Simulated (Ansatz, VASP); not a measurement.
Two plane-wave programs on SnSe

The input INCAR:

```
SYSTEM = SnSe
PREC = Accurate ; ENCUT = 500
EDIFF = 1E-6 ; ISMEAR = -1
SIGMA = 0.05 ; LREAL = .False.
LASPH = .True. ; NELM = 120
ALGO = Normal ; ISIF = 2
LWAVE = .False. ; LCHARG = .True.
GGA = LIBXC ; LIBXC1 = GGA_X_B88
LIBXC2 = GGA_C_PBE ; LELF = .True.
LVHAR = .True. ; NBANDS = 17
GGA_COMPAT = .False.
```

File KPOINTS:

```
regular mesh
0
Gamma
  8 8 8
  0 0 0
```

The input POSCAR:

```
SnSe
1.0
    0.0000000000      3.0100000000      3.0100000000
    3.0100000000      0.0000000000      3.0100000000
    3.0100000000      3.0100000000      0.0000000000
Sn Se
1 1
Direct
    0.0000000000      0.0000000000      0.0000000000
    0.5000000000      0.5000000000      0.5000000000
```

input.yaml

```yaml
crystal:
  lattice:
    - [0.0, 3.01, 3.01]
    - [3.01, 0.0, 3.01]
    - [3.01, 3.01, 0.0]
  atoms:
    - { symbol: Sn, position: [0.0, 0.0, 0.0] }
    - { symbol: Se, position: [0.5, 0.5, 0.5] }
hamiltonian:
  xc: { exchange: b88, correlation: pbe }
  pseudopotentials: { kind: paw }
kpoints:
  mp_grid: { grid: [8, 8, 8] }
scf:
  occupations: { method: fermi_dirac, width: 0.05 }
output:
  forces: true
  stress: true
  eigenvalues: true
  write_density: true
  write_potential: true
  elf: true
  volumetric_format: npy
```

Alike in both runs: task single point; functional b88 exchange, pbe correlation; k mesh 8 × 8 × 8; occupations fermi-dirac, width 0.05 eV; no spin polarisation.

|  | VASP | Ansatz |
| --- | --- | --- |
| version | VASP 6.6.1 | Ansatz 0.2.0 |
| potentials or method | VASP PAW PBE potentials, release 64 (Sn_d, Se) | Ansatz PAW |
| plane-wave cutoff (eV) | 500 | 420 |
| valence electrons in the cell | 20 | 30 |

```csv
,VASP,Ansatz,Ansatz less VASP
gap on the k mesh at the Fermi level (eV),0.57,0.57,-0.001
least direct gap on the mesh (eV),0.57,0.57,-0.001
pressure (GPa),0.7,0.7,+0.02
```

VASP's potentials were made for PBE, not for b88 exchange, pbe correlation. VASP's potentials hold 20 valence electrons a cell and Ansatz's 30, so a difference there can come from the potentials and not from the codes.
